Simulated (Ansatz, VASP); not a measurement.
# Two plane-wave programs on Ni

```
Ni
1.0
     4.53696    0.00000    0.00000
     0.00000    4.53696    0.00000
     0.00000    0.00000    4.53696
Ni
8
Direct
  0.00000 0.00000 0.00000
  0.50000 0.50000 0.50000
  0.25000 0.00000 0.50000
  0.75000 0.00000 0.50000
  0.50000 0.25000 0.00000
  0.50000 0.75000 0.00000
  0.00000 0.50000 0.25000
  0.00000 0.50000 0.75000
```

Alike in both runs: functional BLYP; k mesh 6 × 6 × 6; occupations fermi-dirac, width 0.1 eV; no spin polarisation.

Ansatz relaxed the structure, and its values are those at the end. VASP's run is a single point on that final structure, the one shown.

|  | VASP | Ansatz |
| --- | --- | --- |
| version | VASP 6.6.1 | Ansatz 0.2.0 |
| potentials or method | VASP PAW PBE potentials, release 64 (Ni), cutoff 520 eV | plane waves (420 eV) with PAW, scalar-relativistic |
| valence electrons in the cell | 80 | 144 |

```tsv
	VASP	Ansatz	Ansatz less VASP
pressure (GPa)	0.1	0.0	-0.15
```

VASP's potentials were made for PBE, not for BLYP. VASP's potentials hold 80 valence electrons a cell and Ansatz's 144, so a difference there can come from the potentials and not from the codes.
